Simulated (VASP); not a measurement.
# GaP (F-43m) in VASP: single point with PBEsol

Aim: the single point of GaP with PBEsol.

Program: VASP 6.6.1. These are calculated values, not measurements. Logs are shortened: lines on timing, memory, paths and dates and some standing lists are left out, and cuts for length are marked.

**Experimental background.**

“Stacking defects in GaP nanowires: Electronic structure and optical properties”, 2018, arxiv:1810.01194 quotes, for a bulk crystal of GaP at 10 K: band gap 2.34 eV (indirect).

How close the calculation comes is told below.

## 1. The cell of the first run

It takes space group F-43m (No. 216, cubic). Conventional cell: a = 5.438 Å, b = 5.438 Å, c = 5.438 Å, α = 90.00°, β = 90.00°, γ = 90.00°. Within 3.1 Å of Ga (site symmetry -43m) lie 4 P at 2.35 Å. Within 3.1 Å of P (site symmetry -43m) lie 4 Ga at 2.35 Å.

## 2. Single point, PBEsol

Input file INCAR:

```
SYSTEM = GaP
  ALGO = Normal
  EDIFF = 1E-6
  ENCUT = 500
  GGA = PS
  GGA_COMPAT = .FALSE.
  ISIF = 2
  ISMEAR = 0
  LASPH = .TRUE.
  LCHARG = .TRUE.
  LELF = .TRUE.
  LREAL = .FALSE.
  LVHAR = .TRUE.
  LWAVE = .FALSE.
  NBANDS = 16
  NELM = 120
  PREC = Accurate
  SIGMA = 0.05
```

Input file KPOINTS:

```
k-points
0
G
  10 10 10
  0 0 0
```

Input file POSCAR:

```
GaP
1.0
    0.0000000000      2.7192436765      2.7192436765
    2.7192436765      0.0000000000      2.7192436765
    2.7192436765      2.7192436765      0.0000000000
Ga P
1 1
Direct
    0.0000000000      0.0000000000      0.0000000000
    0.7500000000      0.7500000000      0.7500000000
```

Potentials or basis: VASP PAW PBE potentials, release 64 (Ga_d, P).

Started as:

```console
cat potpaw_PBE.64/Ga_d/POTCAR potpaw_PBE.64/P/POTCAR > POTCAR
mpirun -np 1 vasp_std > vasp.out
```

OUTCAR:

```text
SYSTEM = GaP
   EDIFF = 1E-6
   ENCUT = 500
   GGA = PS
   ISIF = 2
   ISMEAR = 0
   LASPH = .TRUE.
   LREAL = .FALSE.
   NELM = 120
   PREC = Accurate

 ion  position               nearest neighbor table
   1  0.000  0.000  0.000-   2 2.35   2 2.35   2 2.35   2 2.35
   2  0.750  0.750  0.750-   1 2.35   1 2.35   1 2.35   1 2.35

  LATTYP: Found a face centered cubic cell.
 ALAT       =     5.4384873530

  Lattice vectors:

 A1 = (   0.0000000000,   2.7192436765,   2.7192436765)
 A2 = (   2.7192436765,   0.0000000000,   2.7192436765)
 A3 = (   2.7192436765,   2.7192436765,   0.0000000000)

Analysis of symmetry for initial positions (statically):
=====================================================================
 Subroutine PRICEL returns:
 Original cell was already a primitive cell.

 Routine SETGRP: Setting up the symmetry group for a
 face centered cubic supercell.

 Subroutine GETGRP returns: Found 24 space group operations
 (whereof 24 operations were pure point group operations)
 out of a pool of 48 trial point group operations.

The static configuration has the point symmetry T_d .

Analysis of symmetry for dynamics (positions and initial velocities):
=====================================================================
 Subroutine PRICEL returns:
 Original cell was already a primitive cell.

 Routine SETGRP: Setting up the symmetry group for a
 face centered cubic supercell.

 Subroutine GETGRP returns: Found 24 space group operations
 (whereof 24 operations were pure point group operations)
 out of a pool of 48 trial point group operations.

The dynamic configuration has the point symmetry T_d .

 Subroutine INISYM returns: Found 24 space group operations
 (whereof 24 operations are pure point group operations),
 and found     1 'primitive' translations

----------------------------------------------------------------------------------------

                                     Primitive cell

  volume of cell :      40.2137

  direct lattice vectors                    reciprocal lattice vectors
     0.000000000  2.719243677  2.719243677    -0.183874658  0.183874658  0.183874658
     2.719243677  0.000000000  2.719243677     0.183874658 -0.183874658  0.183874658
     2.719243677  2.719243677  0.000000000     0.183874658  0.183874658 -0.183874658

  length of vectors
     3.845591287  3.845591287  3.845591287     0.318480249  0.318480249  0.318480249

  position of ions in fractional coordinates (direct lattice)
     0.000000000  0.000000000  0.000000000
     0.750000000  0.750000000  0.750000000

  ion indices of the primitive-cell ions
   primitive index   ion index
                 1           1
                 2           2

----------------------------------------------------------------------------------------

 KPOINTS: k-points

Automatic generation of k-mesh.
 Grid dimensions read from file:
 generate k-points for:   10   10   10

 Generating k-lattice:

  Cartesian coordinates                     Fractional coordinates (reciprocal lattice)
    -0.018387466  0.018387466  0.018387466     0.100000000  0.000000000  0.000000000
     0.018387466 -0.018387466  0.018387466     0.000000000  0.100000000  0.000000000
     0.018387466  0.018387466 -0.018387466     0.000000000  0.000000000  0.100000000

  Length of vectors
     0.031848025  0.031848025  0.031848025

  Shift w.r.t. Gamma in fractional coordinates (k-lattice)
     0.000000000  0.000000000  0.000000000

 Subroutine IBZKPT returns following result:
 ===========================================

 Found     47 irreducible k-points:

 Following reciprocal coordinates:
            Coordinates               Weight
  0.000000  0.000000  0.000000      1.000000
  0.100000  0.000000  0.000000      8.000000
  0.200000  0.000000  0.000000      8.000000
  0.300000  0.000000  0.000000      8.000000
  0.400000  0.000000  0.000000      8.000000
  0.500000  0.000000  0.000000      4.000000
[... 16 lines left out ...]
  0.300000  0.300000  0.000000      6.000000
  0.400000  0.300000  0.000000     24.000000
 [... further k-points ...]
   k-points           NKPTS =     47   k-points in BZ     NKDIM =     47   number of bands    NBANDS=     16
   number of dos      NEDOS =    301   number of ions     NIONS =      2
   total plane-waves  NPLWV =  21952
   dimension x,y,z NGX =    28 NGY =   28 NGZ =   28
   dimension x,y,z NGXF=    56 NGYF=   56 NGZF=   56
   ions per type =               1   1
   NGX,Y,Z   is equivalent  to a cutoff of  12.10, 12.10, 12.10 a.u.
   NGXF,Y,Z  is equivalent  to a cutoff of  24.21, 24.21, 24.21 a.u.
 SYSTEM =  GaP
   PREC   = accura    normal or accurate (medium, high low for compatibility)
   ISTART =      0    job   : 0-new  1-cont  2-samecut
   ICHARG =      2    charge: 1-file 2-atom 10-const
   ISPIN  =      1    spin polarized calculation?
   LNONCOLLINEAR =      F non collinear calculations
   LSORBIT =      F    spin-orbit coupling
   LASPH  =      T    aspherical Exc in radial PAW
   ENCUT  =  500.0 eV  36.75 Ry    6.06 a.u.   7.01  7.01  7.01*2*pi/ulx,y,z
   NELM   =    120;   NELMIN=  2; NELMDL= -5     # of ELM steps
   EDIFF  = 0.1E-05   stopping-criterion for ELM
   LREAL  =      F    real-space projection
   EDIFFG = 0.1E-04   stopping-criterion for IOM
   NSW    =      0    number of steps for IOM
   IBRION =     -1    ionic relax: 0-MD 1-quasi-New 2-CG
   NFREE  =      0    steps in history (QN), initial steepest desc. (CG)
   ISIF   =      2    stress and relaxation
   ISYM   =      2    0-nonsym 1-usesym 2-fastsym
   POTIM  = 0.5000    time-step for ionic-motion
   TEBEG  =    0.0;   TEEND  =   0.0 temperature during run
   PSTRESS=    0.0 pullay stress
   NELECT =      18.0000    total number of electrons
   NUPDOWN=      -1.0000    fix difference up-down
   EMIN   =  10.00;   EMAX   =-10.00  energy-range for DOS
   EFERMI =   0.00;   METHOD = LEGACY
   ISMEAR =     0;   SIGMA  =   0.05  broadening in eV -4-tet -1-fermi 0-gaus
   EFERMI_NEDOS =   21; number of points for ismear=-14 and -15
   IALGO  =     38    algorithm
   IMIX   =      4    mixing-type and parameters
     AMIX     =   0.40;   BMIX     =  1.00
     AMIX_MAG =   1.60;   BMIX_MAG =  1.00
  volume/ion in A,a.u.               =      20.11       135.69
  Fermi-wavevector in a.u.,A,eV,Ry     =   1.252298  2.366499 21.337326  1.568249
  Thomas-Fermi vector in A             =   2.386205
   LORBIT       =      0    0 simple, 1 ext, 2 COOP (PROOUT), +10 PAW based schemes
   GGA     = PS    functional components
   LHFCALC =     F    Hartree Fock is set to
   AEXX    =    0.0000 exact exchange contribution
   IVDW    =     0    specifies the selected vdW correction
   LEPSILON=     F    determine dielectric tensor
   LRPA    =     F    only Hartree local field effects (RPA)
 non-spin polarized calculation
 Gauss-broadening in eV      SIGMA  =   0.05
  energy-cutoff  :      500.00
  volume of cell :       40.21
 maximum number of plane-waves:      1034
   NGX = 13   NGY = 13   NGZ = 13

 number of electron      18.0000015 magnetization

 Free energy of the ion-electron system (eV)
  ---------------------------------------------------
  ext. energy  EPLUGINS =         0.00000000
  ---------------------------------------------------
  free energy    TOTEN  =        -9.92323086 eV

  energy without entropy =       -9.92323086  energy(sigma->0) =       -9.92323086

 E-fermi :   4.9089     XC(G=0): -10.0518

 val. band max:        4.6350713980   @ k =   0.0000   0.0000   0.0000
 cond. band min:       6.1066058111   @ k =   0.4000   0.4000   0.0000
 fundamental gap:      1.4715344132
 Fermi energy:         4.9089179960

 k-point     1 :       0.0000    0.0000    0.0000
  band No.  band energies     occupation
      1      -9.9159      2.00000
      2      -9.9159      2.00000
      3      -9.9159      2.00000
      4      -9.8131      2.00000
      5      -9.8131      2.00000
      6      -7.9390      2.00000
[... 8 lines left out ...]
     15      14.4169      0.00000
     16      14.4169      0.00000

 k-point     2 :       0.1000    0.0000    0.0000
  band No.  band energies     occupation
      1      -9.9254      2.00000
      2      -9.9127      2.00000
      3      -9.9127      2.00000
      4      -9.8132      2.00000
      5      -9.8132      2.00000
      6      -7.8068      2.00000
[... 8 lines left out ...]
     15      13.9181      0.00000
     16      13.9181      0.00000

 k-point     3 :       0.2000    0.0000    0.0000
  band No.  band energies     occupation
      1      -9.9485      2.00000
      2      -9.9049      2.00000
      3      -9.9049      2.00000
      4      -9.8127      2.00000
      5      -9.8127      2.00000
      6      -7.4236      2.00000
[... 8 lines left out ...]
     15      13.4778      0.00000
     16      14.5536      0.00000

 k-point     4 :       0.3000    0.0000    0.0000
  band No.  band energies     occupation
      1      -9.9743      2.00000
      2      -9.8969      2.00000
      3      -9.8969      2.00000
      4      -9.8105      2.00000
      5      -9.8105      2.00000
      6      -6.8359      2.00000
[... 8 lines left out ...]
     15      13.8939      0.00000
     16      14.1797      0.00000
[... 324 lines left out ...]
 k-point    22 :      -0.2000    0.2000    0.0000
  band No.  band energies     occupation
      1      -9.9800      2.00000
      2      -9.8916      2.00000
      3      -9.8908      2.00000
      4      -9.8168      2.00000
      5      -9.8088      2.00000
      6      -6.6357      2.00000
[... 8 lines left out ...]
     15      15.8905      0.00000
     16      16.6285      0.00000

 k-point    23 :       0.3000    0.3000    0.0000
  band No.  band energies     occupation
      1     -10.0027      2.00000
      2      -9.8726      2.00000
      3      -9.8726      2.00000
      4      -9.8362      2.00000
      5      -9.7984      2.00000
      6      -6.4566      2.00000
[... 8 lines left out ...]
     15      15.7688      0.00000
     16      18.3092      0.00000

 k-point    24 :       0.4000    0.3000    0.0000
  band No.  band energies     occupation
      1     -10.0150      2.00000
      2      -9.8667      2.00000
      3      -9.8644      2.00000
      4      -9.8390      2.00000
      5      -9.7962      2.00000
      6      -5.9258      2.00000
[... 8 lines left out ...]
     15      16.4339      0.00000
     16      18.3409      0.00000

 [... further k-points ...]

------------------------ aborting loop because EDIFF is reached ----------------------------------------

  FORCE on cell =-STRESS in cart. coord.  units (eV):
  Direction    XX          YY          ZZ          XY          YZ          ZX
  --------------------------------------------------------------------------------------
  -------------------------------------------------------------------------------------
  Total       -0.0241422     -0.0241422     -0.0241422     -0.0000000      0.0000000     -0.0000000
  in kB       -0.9618627     -0.9618627     -0.9618627     -0.0000000      0.0000000     -0.0000000
  external PRESSURE =      -0.9618627 kB  Pullay stress =       0.0000000 kB

 VOLUME and BASIS-vectors are now :
 -----------------------------------------------------------------------------
  energy-cutoff  :      500.00
  volume of cell :       40.21
      direct lattice vectors                 reciprocal lattice vectors
     0.000000000  2.719243677  2.719243677    -0.183874658  0.183874658  0.183874658
     2.719243677  0.000000000  2.719243677     0.183874658 -0.183874658  0.183874658
     2.719243677  2.719243677  0.000000000     0.183874658  0.183874658 -0.183874658

 POSITION                                       TOTAL-FORCE (eV/Angst)
 -----------------------------------------------------------------------------------
      0.00000      0.00000      0.00000        -0.000000     -0.000000     -0.000000
      4.07887      4.07887      4.07887         0.000000      0.000000      0.000000
 -----------------------------------------------------------------------------------
    total drift:                               -0.000001     -0.000001     -0.000001

  FREE ENERGIE OF THE ION-ELECTRON SYSTEM (eV)
  ---------------------------------------------------
  free  energy   TOTEN  =        -9.9232308616 eV

  energy  without entropy=       -9.9232308616  energy(sigma->0) =       -9.92323086
```

It took 24 s on 1 thread of Intel Xeon 6975P-C, shared host; peak memory 0.17 GiB.

What came out:

| Quantity | Value |
| --- | --- |
| Free energy | -9.9232 eV |
| Pressure | -0.1 GPa |
| Band gap on the k mesh | 1.47 eV, indirect (least direct gap 1.81 eV) |

Caveat: the PAW data sets were made with another functional, which shifts forces and pressure a little.

## 3. Against experiment

Step 2. Against the measured gap of GaP, 2.34 eV (indirect; 10 K; quoted in “Stacking defects in GaP nanowires: Electronic structure and optical properties”, 2018, arxiv:1810.01194), the calculated 1.47 eV is off by -0.87 eV. Spin-orbit coupling on Ga is left out. The value is that of PBEsol on a finite k mesh, which can miss the band edges, without temperature or zero-point motion. Semilocal functionals fall short of measured gaps as a rule.
